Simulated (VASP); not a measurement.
Write the native input for VASP 6.6.1 that does the following.

- Task: single point
- Functional: PBE
- Potentials or basis: VASP PAW PBE potentials, release 64 (Mg, S)
- Cutoff: 520 eV
- k mesh: 6 × 6 × 6
- Occupations: gaussian, width 0.02 eV
- Spin: no spin polarisation
- Dipole correction: no
- Further INCAR settings: ALGO = Normal; EDIFF = 1e-06; NBANDS = 11

The structure of MgS lies in POSCAR:

```
MgS
1.0
    6.2914138222      0.0000000000      0.0000000000
   -3.1457069111      5.4485241957      0.0000000000
    0.0000000000      0.0000000000      4.4547787973
Mg S
1 1
Direct
    0.0000000000      0.0000000000      0.0000000000
    0.0000000000      0.0000000000      0.5000000000
```

One way to write it, as run:

INCAR

```
ALGO     = Normal         # electronic algorithm
EDIFF    = 1E-6           # SCF threshold, eV
ENCUT    = 520            # plane-wave cutoff, eV
GGA      = PE             # functional
ISIF     = 2              # what is computed and relaxed
ISMEAR   = 0              # smearing method
LASPH    = T              # aspherical terms in the spheres
LCHARG   = F              # write CHGCAR
LREAL    = F              # projectors in reciprocal space
LWAVE    = F              # write WAVECAR
NBANDS   = 11             # bands
NELM     = 60             # most SCF steps
PREC     = Accurate       # precision mode
SIGMA    = 0.02           # smearing width, eV
```

KPOINTS

```
k-points
0
Gamma
  6 6 6
```

Potentials or basis: VASP PAW PBE potentials, release 64 (Mg, S).

The run is started by

```sh
$ cat potpaw_PBE.64/Mg/POTCAR potpaw_PBE.64/S/POTCAR > POTCAR
$ mpirun -np 1 vasp_std > vasp.out
```

It gave:

| Item | Value |
| --- | --- |
| Pressure | 0.0 GPa |
| Band gap on the k mesh | 2.37 eV, indirect (least direct gap 2.66 eV) |

It took 56 s on 1 thread of Intel Xeon 6975P-C, on a shared host, peak memory 0.28 GiB.
